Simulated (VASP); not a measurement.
# CdSe (strained zincblende), PBE single-point calculation: Ansatz's output and VASP's

```yaml
crystal:
  lattice:
    - [-0.15344, 3.03705, 3.03705]
    - [3.03705, -0.15344, 3.03705]
    - [3.03705, 3.03705, -0.15344]
  atoms:
    - { symbol: Cd, position: [0.99500, 0.99500, 0.99500] }
    - { symbol: Se, position: [0.25500, 0.25500, 0.25500] }
```

Ansatz printed

```
SCF 1 converged in 6 iterations: F = -13724.765685 eV  dr2 = 4.41e-9
  greatest PAW one-centre occupation: 1.000 electrons in one spin orbital (limit 2), on the Cd atom at site 0 (counted from 0), in its partial waves of l = 0
NSCF: frozen V_eff on 7 k-points
SCF converged after 6 iterations
Free energy (F): -13724.765685 eV
Harris-Foulkes:  -13724.765685 eV  (|F-HF|=1.69e-8)
Internal energy: -13724.765685 eV  (E = F + TS)
E sigma→0 (E₀):  -13724.765685 eV
Entropy (-TS):   -0.000000 eV (-0.000 meV/atom)
Fermi energy:    6.810600 eV
--- Per-component energies (eV) ---
  E_band       = -918.770730
  E_kinetic    = 622.440814
  E_local      = -6528.634354  (includes V_loc(G=0)·N_el)
  E_nonlocal   = -562.082799
  E_hartree    = 3095.150515
  E_xc         = -280.316814
  E_vxc        = -318.929525  (∫ρ·V_xc dr)
  E_paw        = -5994.994632  (= ΣΔE_a)
  E_vpaw       = -321.863896  (= ΣTr[D̂ρ^β])
  E_aug_tail   = -0.000580  (compensation charges beyond the density's cutoff)
  E_ewald      = -4076.327835
  E_smearing   = -0.000000  (= −TS)
  E_closure    = 0.000000  (closes the sum)
  Σ components = -13724.765685   (vs F -13724.765685, Δ=0.00e0)
--- Forces (eV/Å), atoms counted from 1 ---
  atom   1  Cd    -0.00345949    -0.00345949    -0.00345949
  atom   2  Se     0.00345986     0.00345986     0.00345986
  max |Σ_I F_I| component: 3.69e-7 eV/Å
--- Stress (GPa, compression-positive) ---
       -0.672137       1.014388       1.014388
        1.014388      -0.672137       1.014388
        1.014388       1.014388      -0.672137
  P = ⅓ Tr σ = -0.6721 GPa (-6.721 kbar)
--- Band table (eV; the first three rows and the last of 65) ---
  k-point 0: bands = ["-94.9945", "-56.0637", "-56.0621", "-56.0621", "-40.0006", "-40.0006", "-39.9856", "-39.9856", "-39.9834", "-5.6952", "-1.2028", "-1.2028", "-1.1866", "-0.8993", "-0.8993", "6.4355", "6.4355", "6.6094", "7.0043", "12.2266", "12.2266", "13.0544"]
  k-point 1: bands = ["-94.9945", "-56.0637", "-56.0621", "-56.0621", "-40.0007", "-40.0006", "-39.9856", "-39.9856", "-39.9834", "-5.6510", "-1.1888", "-1.1816", "-1.1530", "-0.9011", "-0.8983", "5.2833", "6.3327", "6.5579", "7.9482", "12.1286", "12.4380", "13.1100"]
  k-point 2: bands = ["-94.9945", "-56.0638", "-56.0621", "-56.0621", "-40.0007", "-40.0006", "-39.9856", "-39.9855", "-39.9834", "-5.5430", "-1.1572", "-1.1531", "-1.0187", "-0.9023", "-0.8913", "3.9622", "6.1041", "6.3384", "8.7083", "12.2738", "12.8474", "13.2911"]
  k-point 64: bands = ["-94.9945", "-56.0640", "-56.0621", "-56.0621", "-40.0006", "-40.0006", "-39.9855", "-39.9855", "-39.9835", "-5.3365", "-1.1224", "-1.1224", "-0.8704", "-0.8704", "-0.5950", "2.6964", "5.6996", "5.6996", "8.4235", "12.5875", "12.5875", "13.8537"]
```

Datasets and cutoffs are each program's own. VASP's cell holds 18 valence electrons and Ansatz's 36. Ansatz's stress includes a Pulay correction; VASP's doesn't.

Question: What does VASP give for the same cell and level of theory?

Answer: gap between bands v and c 0.35 eV; least direct gap 0.39 eV; pressure -0.4 GPa.

From OUTCAR

```
k-points           NKPTS =     65   k-points in BZ     NKDIM =     65   number of bands    NBANDS=     16

   NELECT =      18.0000    total number of electrons

   dimension x,y,z NGX =    32 NGY =   32 NGZ =   32
   dimension x,y,z NGXF=    64 NGYF=   64 NGZF=   64

  energy-cutoff  :      520.00
  volume of cell :       60.27
      direct lattice vectors                 reciprocal lattice vectors
    -0.153442873  3.037049332  3.037049332    -0.152654105  0.160777157  0.160777157
     3.037049332 -0.153442873  3.037049332     0.160777157 -0.152654105  0.160777157
     3.037049332  3.037049332 -0.153442873     0.160777157  0.160777157 -0.152654105

 k-points in reciprocal lattice and weights: KPOINTS created by Atomic Simulation Env
   0.00000000  0.00000000  0.00000000       0.002
   0.12500000  0.00000000 -0.00000000       0.012
   0.25000000  0.00000000 -0.00000000       0.012
   0.37500000 -0.00000000 -0.00000000       0.012
   0.50000000  0.00000000 -0.00000000       0.006
   0.12500000  0.12500000 -0.00000000       0.012
   0.25000000  0.12500000 -0.00000000       0.023
   0.37500000  0.12500000  0.00000000       0.023
   ...

 E-fermi :   0.7084

 k-point     1 :       0.0000    0.0000    0.0000
  band No.  band energies     occupation
      1     -11.7990      2.00000
      2      -7.3108      2.00000
      3      -7.3108      2.00000
      4      -7.2950      2.00000
      5      -7.0077      2.00000
      6      -7.0077      2.00000
      7       0.3322      2.00000
      8       0.3322      2.00000
      9       0.5081      1.99991
     10       0.9009      0.00013
     11       6.1181      0.00000
     12       6.1181      0.00000
     13       6.9444      0.00000
     14       9.9533      0.00000
     15      11.3644      0.00000
     16      11.3644      0.00000

 k-point     2 :       0.1250    0.0000   -0.0000
  band No.  band energies     occupation
      1     -11.7550      2.00000
      2      -7.2967      2.00000
      3      -7.2898      2.00000
      4      -7.2611      2.00000
      5      -7.0095      2.00000
      6      -7.0067      2.00000
      7      -0.8234      2.00000
      8       0.2294      2.00000
      9       0.4570      1.99999
     10       1.8471      0.00000
     11       6.0242      0.00000
     12       6.3302      0.00000
     13       7.0009      0.00000
     14      10.5465      0.00000
     15      10.5672      0.00000
     16      10.9763      0.00000

 k-point     3 :       0.2500    0.0000   -0.0000
  band No.  band energies     occupation
      1     -11.6473      2.00000
      2      -7.2652      2.00000
      3      -7.2614      2.00000
      4      -7.1267      2.00000
      5      -7.0107      2.00000
      6      -6.9998      2.00000
      7      -2.1463      2.00000
      8       0.0009      2.00000
      9       0.2366      2.00000
     10       2.6061      0.00000
     11       6.1773      0.00000
     12       6.7396      0.00000
     13       7.1829      0.00000
     14      10.1462      0.00000
     15      10.5176      0.00000
     16      10.8320      0.00000

 k-point     4 :       0.3750   -0.0000   -0.0000
  band No.  band energies     occupation
      1     -11.5381      2.00000
      2      -7.2399      2.00000
      3      -7.2385      2.00000
      4      -7.0059      2.00000
      5      -6.9914      2.00000
      6      -6.9101      2.00000
      7      -3.1939      2.00000
      8      -0.2064      2.00000
      9       0.0356      2.00000
     10       2.8256      0.00000
     11       6.7909      0.00000
     12       6.9240      0.00000
     13       7.3121      0.00000
     14      10.2461      0.00000
     15      10.7216      0.00000
     16      11.6794      0.00000

 k-point     5 :       0.5000    0.0000   -0.0000
  band No.  band energies     occupation
      1     -11.4925      2.00000
      2      -7.2329      2.00000
      3      -7.2294      2.00000
      4      -7.0016      2.00000
      5      -6.9821      2.00000
      6      -6.7851      2.00000
      7      -3.6217      2.00000
      8      -0.2874      2.00000
      9      -0.0432      2.00000
     10       2.8405      0.00000
     11       6.9299      0.00000
     12       6.9375      0.00000
     13       7.5999      0.00000
     14      10.3699      0.00000
     15      11.6389      0.00000
     16      12.0733      0.00000

 k-point     6 :       0.1250    0.1250   -0.0000
  band No.  band energies     occupation
      1     -11.7376      2.00000
      2      -7.2834      2.00000
      3      -7.2812      2.00000
      4      -7.2578      2.00000
      5      -7.0165      2.00000
      6      -7.0008      2.00000
      7      -0.8301      2.00000
      8       0.0167      2.00000
      9       0.2483      2.00000
     10       2.1751      0.00000
     11       5.6723      0.00000
     12       6.6089      0.00000
     13       7.0847      0.00000
     14       9.5802      0.00000
     15      11.1175      0.00000
     16      11.4907      0.00000

 ...

  Total       -0.1657317     -0.1657317     -0.1657317      0.3857031      0.3857031      0.3857031
  in kB       -4.4058642     -4.4058642     -4.4058642     10.2536516     10.2536516     10.2536516
  external PRESSURE =      -4.4058642 kB  Pullay stress =       0.0000000 kB

 POSITION                                       TOTAL-FORCE (eV/Angst)
 -----------------------------------------------------------------------------------
      5.89107      5.89107      5.89107        -0.007951     -0.007951     -0.007951
      1.50975      1.50975      1.50975         0.007951      0.007951      0.007951
 -----------------------------------------------------------------------------------
    total drift:                               -0.000422     -0.000422     -0.000422

  FREE ENERGIE OF THE ION-ELECTRON SYSTEM (eV)
  ---------------------------------------------------
  free  energy   TOTEN  =        -5.4701038051 eV

  energy  without entropy=       -5.4701036894  energy(sigma->0) =       -5.47010375
```

VASP's potentials hold 18 valence electrons a cell and Ansatz's 36, so a difference between the two programs can come from the potentials and not from the codes.
